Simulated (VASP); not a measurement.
Input of a VASP 6.6.1 run:

File INCAR:

```
ALGO = Normal
EDIFF = 1E-7
ENCUT = 520
GGA = PS
ISIF = 2
ISMEAR = 0
ISYM = 0
LASPH = T
LCHARG = F
LREAL = F
LWAVE = F
NBANDS = 18
NELM = 80
PREC = Accurate
SIGMA = 0.1
```

Contents of KPOINTS:

```
k-points
0
Gamma
  10 6 13
```

The input POSCAR:

```
PtSe2
1.0
    3.7603065604      0.0000000000      0.0000000000
   -1.8801532802      5.8528643211      0.0000000000
    1.8801532802     -1.8119212217      2.7058955186
Pt Se
1 2
Direct
    0.0000000000      0.0000000000      0.0000000000
    0.6666666667      0.2607784632      0.9274451299
    0.3333333333      0.7392215368      0.0725548701
```

Potentials or basis: VASP PAW PBE potentials, release 64 (Pt, Se).

Command:

```bash
$ cat potpaw_PBE.64/Pt/POTCAR potpaw_PBE.64/Se/POTCAR > POTCAR
$ mpirun -np 1 vasp_std > vasp.out
```

Q: Estimate the pressure.

A: 0.1 GPa.

Q: Estimate the band gap on the k mesh.

A: Zero (bands 11 and 12 overlap by 0.87 eV).

Q: Estimate the largest force.

A: 0.007 eV/Å.

Stress tensor (GPa, compression positive):
```
 0.14  0.05  0.03
 0.05  0.05 -0.04
 0.03 -0.04  0.04
```

Caveat: the PAW data sets were made with another functional, which shifts forces and pressure a little; spin-orbit coupling is left out, which moves the levels of the heavy elements.
